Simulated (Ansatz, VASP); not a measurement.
# One calculation of Cr, two programs

```xyz
3
Lattice="4.2937 0.0000 0.0000 -2.1469 3.7185 0.0000 0.0000 0.0000 2.3177" Properties=species:S:1:pos:R:3 pbc="T T T"
Cr   -2.1469    3.7185    0.0000
Cr    0.0000    2.4790    1.1588
Cr    2.1469    1.2395    1.1588
```

Alike in both runs: task single point; functional PBEsol; k mesh 10 × 10 × 16; occupations fermi-dirac, width 0.1 eV; no spin polarisation.

|  | VASP | Ansatz |
| --- | --- | --- |
| version | VASP 6.6.1 | Ansatz 0.2.0 |
| potentials or method | VASP PAW PBE potentials, release 64 (Cr_pv), cutoff 520 eV | plane waves (420 eV) with PAW, scalar-relativistic |
| valence electrons in the cell | 36 | 42 |

|  | VASP | Ansatz | Ansatz less VASP |
| --- | --- | --- | --- |
| pressure (GPa) | -17.2 | -16.9 | +0.35 |
| traceless stress, the component that is largest in VASP (GPa) | -0.55 | -0.45 | +0.100 |

VASP's potentials were made for PBE, not for PBEsol, and Ansatz warns of the same on its side. With one functional, cell and mesh, what is left measures potentials, basis and numerics. VASP's potentials hold 36 valence electrons a cell and Ansatz's 42, so a difference there can come from the potentials and not from the codes.
